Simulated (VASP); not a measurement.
Crystal: Ir.

```
Ir
1.0
     0.00000    1.89904    1.89904
     1.89904    0.00000    1.89904
     1.89904    1.89904    0.00000
Ir
1
Direct
  0.00000 0.00000 0.00000
```

Base run:

```yaml
Program: VASP 6.6.1
Functional: PBEsol
Potentials_or_basis: VASP PAW PBE potentials, release 64 (Ir_sv_GW)
Cutoff: 500 eV
k_mesh: 12 × 12 × 12
Occupations: fermi-dirac, width 0.05 eV
Spin: no spin polarisation
```

Its results: pressure 6.6 GPa.

Problem. The run is repeated on the same cell with these changes: potentials or basis from VASP PAW PBE potentials, release 64 (Ir_sv_GW) to VASP PAW PBE potentials, release 64 (Ir); cutoff from 500 eV to 520 eV; further incar settings from ALGO = Normal; EDIFF = 1e-06; NBANDS = 14 to ALGO = Normal; EDIFF = 1e-07; NBANDS = 10; valence electrons from 17 to 9. What comes out?

Solution. Pressure 11.2 GPa.

Caveats: the PAW data sets were made with another functional, which shifts forces and pressure a little.
